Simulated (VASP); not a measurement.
# C (C2/m) in VASP: further runs, part 2 of 2

VASP 6.6.1. Earlier steps stand in the parts before.

## 4. Single point, PBE+D3(BJ) (atoms displaced along several vibrational modes)

INCAR

```
PREC = Accurate
ENCUT = 520
EDIFF = 1E-6
ISMEAR = 0
SIGMA = 0.05
LREAL = F
LASPH = T
NELM = 60
ALGO = Normal
ISIF = 2
LWAVE = F
LCHARG = T
GGA = PE
IVDW = 12
LELF = T
LVHAR = T
NBANDS = 11
```

KPOINTS

```
regular mesh
0
Gamma
  15 15 15
```

POSCAR

```
C
1.0
    1.2324809262      0.7115731945      3.3609366220
   -1.2324809262      0.7115731945      3.3609366220
    0.0000000000     -1.4231463891      3.3609366220
C
2
Direct
    0.1513446035      0.1513446035      0.1829646816
    0.8486553965      0.8486553965      0.8170353184
```

Potentials or basis: VASP PAW PBE potentials, release 64 (C).

Launch:

```
$ cat potpaw_PBE.64/C/POTCAR > POTCAR
$ mpirun -np 1 vasp_std > vasp.out
```

OUTCAR:

```text
PREC = Accurate
   ENCUT = 520
   EDIFF = 1E-6
   ISMEAR = 0
   LREAL = F
   LASPH = T
   NELM = 60
   ISIF = 2
   GGA = PE
   IVDW = 12
 IVDW          = 12

 ion  position               nearest neighbor table
   1  0.151  0.151  0.183-   2 1.34   2 1.47   2 1.47
   2  0.849  0.849  0.817-   1 1.34   1 1.47   1 1.47

  LATTYP: Found a trigonal (rhomboedric) cell.
 ALAT       =     3.6498274783
 COS(alpha) =     0.7719417768

  Lattice vectors:

 A1 = (   1.2324809262,   0.7115731945,   3.3609366220)
 A2 = (  -1.2324809262,   0.7115731945,   3.3609366220)
 A3 = (   0.0000000000,  -1.4231463891,   3.3609366220)

Analysis of symmetry for initial positions (statically):
=====================================================================
 Subroutine PRICEL returns:
 Original cell was already a primitive cell.

 Routine SETGRP: Setting up the symmetry group for a
 trigonal (rhombohedral) supercell.

 Subroutine GETGRP returns: Found  4 space group operations
 (whereof  4 operations were pure point group operations)
 out of a pool of 12 trial point group operations.

The static configuration has the point symmetry C_2h.

Analysis of symmetry for dynamics (positions and initial velocities):
=====================================================================
 Subroutine PRICEL returns:
 Original cell was already a primitive cell.

 Routine SETGRP: Setting up the symmetry group for a
 trigonal (rhombohedral) supercell.

 Subroutine GETGRP returns: Found  4 space group operations
 (whereof  4 operations were pure point group operations)
 out of a pool of 12 trial point group operations.

The dynamic configuration has the point symmetry C_2h.

 Subroutine INISYM returns: Found  4 space group operations
 (whereof  4 operations are pure point group operations),
 and found     1 'primitive' translations

----------------------------------------------------------------------------------------

                                     Primitive cell

[... 118 lines left out ...]
   IVDW    =    12    specifies the selected vdW correction
   LEPSILON=     F    determine dielectric tensor
   LRPA    =     F    only Hartree local field effects (RPA)
 non-spin polarized calculation
 Gauss-broadening in eV      SIGMA  =   0.05
  energy-cutoff  :      520.00
  volume of cell :       17.69
 maximum number of plane-waves:       490
   NGX = 13   NGY = 13   NGZ = 13

 number of electron       8.0000000 magnetization

 Free energy of the ion-electron system (eV)
  ---------------------------------------------------
  ext. energy  EPLUGINS =         0.00000000
  ---------------------------------------------------
  free energy    TOTEN  =       -18.11838083 eV

  energy without entropy =      -18.11838083  energy(sigma->0) =      -18.11838083

 E-fermi :   4.6399     XC(G=0): -10.3143

 val. band max:        4.4700950626   @ k =   0.3333   0.0667  -0.2667
 cond. band min:       4.8149772479   @ k =   0.3333   0.0667  -0.2667
 fundamental gap:      0.3448821853
 Fermi energy:         4.6399304339

 k-point     1 :       0.0000    0.0000    0.0000
  band No.  band energies     occupation
      1     -14.9828      2.00000
      2      -1.8882      2.00000
      3       0.4727      2.00000
      4       3.1150      2.00000
      5       8.7178      0.00000
      6      11.2888      0.00000
      7      14.5945      0.00000
      8      16.2313      0.00000
      9      17.4635      0.00000
     10      27.3131      0.00000
     11      30.0579      0.00000
[... 309 lines left out ...]
 k-point    24 :       0.2667    0.0667   -0.0000
  band No.  band energies     occupation
      1     -13.5894      2.00000
      2      -2.4900      2.00000
      3      -0.6122      2.00000
      4      -0.2167      2.00000
      5      10.3596      0.00000
      6      12.7533      0.00000
      7      13.0360      0.00000
      8      17.5298      0.00000
      9      20.1520      0.00000
     10      24.0809      0.00000
     11      27.9867      0.00000

 [... further k-points ...]

------------------------ aborting loop because EDIFF is reached ----------------------------------------

 Edisp (eV)   -0.31227

 E8    (eV) :    -0.0885

  FORCE on cell =-STRESS in cart. coord.  units (eV):
  Direction    XX          YY          ZZ          XY          YZ          ZX
  --------------------------------------------------------------------------------------
  -------------------------------------------------------------------------------------
  Total      -0.40648     1.84644    -0.16222     0.00000    -0.50803     0.00000
  in kB     -36.82468   167.27597   -14.69647     0.00000   -46.02443     0.00000
  external pressure =       38.58 kB  Pullay stress =        0.00 kB

 VOLUME and BASIS-vectors are now :
 -----------------------------------------------------------------------------
  energy-cutoff  :      520.00
  volume of cell :       17.69
      direct lattice vectors                 reciprocal lattice vectors
     1.232480926  0.711573195  3.360936622     0.405685791  0.234222801  0.099178702
    -1.232480926  0.711573195  3.360936622    -0.405685791  0.234222801  0.099178702
     0.000000000 -1.423146389  3.360936622     0.000000000 -0.468445602  0.099178702

 POSITION                                       TOTAL-FORCE (eV/Angst)
 -----------------------------------------------------------------------------------
      0.00000     -0.04500      1.63225         0.000000      5.269991      1.488002
      0.00000      0.04500      8.45056         0.000000     -5.269991     -1.488002
 -----------------------------------------------------------------------------------
    total drift:                               -0.000000      0.000000     -0.000000

  FREE ENERGIE OF THE ION-ELECTRON SYSTEM (eV)
  ---------------------------------------------------
  free  energy   TOTEN  =       -18.4306551434 eV

  energy  without entropy=      -18.4306551427  energy(sigma->0) =      -18.43065514
```

Run time: 10 min. Hardware: 1 thread of Intel Xeon 8259CL, shared host; peak memory 0.27 GiB.

Results:

```yaml
Free_energy: -18.4307 eV
Pressure: 3.9 GPa
Largest_force: 5.476 eV/Å
Dispersion_energy_per_atom: -0.156 eV
```

Forces on the atoms (eV/Å):
```
C    0.000  5.270  1.488
C    0.000 -5.270 -1.488
```

Stress tensor (GPa, compression positive):
```
-3.68  0.00  0.00
 0.00 16.73 -4.60
 0.00 -4.60 -1.47
```

Caveat: the cell differs from its parent crystal (atoms displaced along several vibrational modes); the stress differs along the axes, from -4 to 17 GPa; forces of over 1 eV/Å act on the atoms, so gaps and moduli don't describe the material at rest.

## 5. Single point, PBE+D3(BJ) (atoms displaced along several vibrational modes)

INCAR

```
SYSTEM = C
  PREC = Accurate
  ENCUT = 520
  EDIFF = 1E-7
  ISMEAR = 0
  SIGMA = 0.05
  LREAL = .False.
  LASPH = .True.
  NELM = 80
  ALGO = Normal
  ISIF = 2
  LWAVE = .False.
  LCHARG = .False.
  GGA = PE
  IVDW = 12
  NBANDS = 11
```

KPOINTS

```
Automatic mesh
0
Gamma
  15 15 15
  0 0 0
```

POSCAR

```
C
1.0
    1.2324809262      0.7115731945      3.3609366220
   -1.2324809262      0.7115731945      3.3609366220
    0.0000000000     -1.4231463891      3.3609366220
C
2
Direct
    0.1619194691      0.1619194691      0.1829995212
    0.8380805309      0.8380805309      0.8170004788
```

Launch:

```
$ cat potpaw_PBE.64/C/POTCAR > POTCAR
$ mpirun -np 1 vasp_std > vasp.out
```

Wall time 6.2 min (1 thread of Intel Xeon 8259CL, shared host); peak memory 0.28 GiB.

The run converged. Its results:

| Property | Result |
| --- | --- |
| Free energy | -18.6161 eV |
| Pressure | 2.1 GPa |
| Largest force | 3.514 eV/Å |
| Dispersion energy per atom | -0.156 eV |

Forces in eV/Å, atoms in the order of the input:
```
C    0.000  3.431 -0.756
C    0.000 -3.431  0.756
```

Stress tensor (GPa, compression positive):
```
-3.38  0.00  0.00
 0.00  9.79  1.46
 0.00  1.46 -0.16
```

Caveat: the cell differs from its parent crystal (atoms displaced along several vibrational modes); the stress differs along the axes, from -3 to 10 GPa; forces of over 1 eV/Å act on the atoms, so gaps and moduli don't describe the material at rest.

## 6. Single point, PBE+D3(BJ) (atoms displaced along several vibrational modes)

INCAR

```
SYSTEM = C
PREC = Accurate ; ENCUT = 520
EDIFF = 1E-6 ; ISMEAR = 0
SIGMA = 0.05 ; LREAL = .FALSE.
LASPH = .TRUE. ; NELM = 60
ALGO = Normal ; ISIF = 2
LWAVE = .FALSE. ; LCHARG = .FALSE.
GGA = PE ; IVDW = 12
NBANDS = 11
```

KPOINTS

```
regular mesh
0
G
  15 15 15
  0 0 0
```

POSCAR

```
C
1.0
    1.2324809262      0.7115731945      3.3609366220
   -1.2324809262      0.7115731945      3.3609366220
    0.0000000000     -1.4231463891      3.3609366220
C
2
Direct
    0.1560555919      0.1560555919      0.1876756700
    0.8439444081      0.8439444081      0.8123243300
```

Potentials or basis: VASP PAW PBE potentials, release 64 (C).

Launch:

```
$ cat potpaw_PBE.64/C/POTCAR > POTCAR
$ mpirun -np 1 vasp_std > vasp.out
```

It took 5.8 min on 1 thread of Intel Xeon 8259CL, shared host; peak memory 0.28 GiB.

Results (log left out):

| Item | Value |
| --- | --- |
| Free energy | -18.5018 eV |
| Pressure | 4.5 GPa |
| Largest force | 5.371 eV/Å |
| Dispersion energy per atom | -0.156 eV |

Forces on the atoms (eV/Å):
```
C    0.000  5.371  0.009
C    0.000 -5.371 -0.009
```

Stress tensor (GPa, compression positive):
```
-4.01  0.00  0.00
 0.00 17.39 -0.08
 0.00 -0.08  0.10
```

Caveat: the cell differs from its parent crystal (atoms displaced along several vibrational modes); the stress differs along the axes, from -4 to 17 GPa; forces of over 1 eV/Å act on the atoms, so gaps and moduli don't describe the material at rest.

## 7. The runs side by side

| cell | pressure (GPa) | largest force (eV/Å) |
| --- | --- | --- |
| as given, atomic positions A | -1.3 | 3.49 |
| as given, atomic positions B | 3.1 | 4.48 |
| as given, atomic positions C | 3.9 | 5.48 |
| as given, atomic positions D | 2.1 | 3.51 |
| as given, atomic positions E | 4.5 | 5.37 |

Alike in all rows: task single point; level PBE+D3(BJ); potentials or basis VASP PAW PBE potentials, release 64 (C); no spin polarisation; k mesh 15 × 15 × 15; cutoff (eV) 520; smearing gaussian 0.05 eV.

Caveats: forces of over 1 eV/Å act on the atoms, so gaps and moduli don't describe the material at rest; the stress differs along the axes, from -4 to 17 GPa (at least some runs); the stress differs along the axes, from -6 to 4 GPa (at least some runs); the stress differs along the axes, from -3 to 14 GPa (at least some runs); the stress differs along the axes, from -3 to 10 GPa (at least some runs).

Absolute energies hang on the potentials; compare differences alone.
